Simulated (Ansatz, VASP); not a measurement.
## TiO: VASP beside Ansatz

```
Ti O
1.0
     2.76308    0.00000    0.00000
    -1.38154    2.39290    0.00000
     0.00000    0.00000    5.75813
Ti O
2 2
Direct
  0.00000 0.00000 0.00000
  0.00000 0.00000 0.50000
  0.33333 0.66667 0.25000
  0.66667 0.33333 0.75000
```

Alike in both runs: functional r2SCAN; k mesh 18 × 18 × 8; occupations gaussian, width 0.1 eV; no spin polarisation.

Ansatz relaxed the structure, and its values are those at the end. VASP's run is a single point on that final structure, the one shown.

|  | VASP | Ansatz |
| --- | --- | --- |
| version | VASP 6.6.1 | Ansatz 0.2.0 |
| potentials or method | VASP PAW PBE potentials, release 64 (Ti_sv, O), cutoff 520 eV | scalar-relativistic, plane waves, PAW |
| valence electrons in the cell | 36 | 36 |

Ansatz gave:

| Property | Result |
| --- | --- |
| gap on the k mesh at the Fermi level (eV) | none |
| pressure (GPa) | 0.0 |

**Question.** What did VASP give for the same quantities?

**Answer.** gap on the k mesh at the Fermi level (eV): none; pressure (GPa): 2.0.

VASP's potentials were made for PBE, not for r2SCAN. A gap of «none» marks a metal or a gap that the smearing closes.
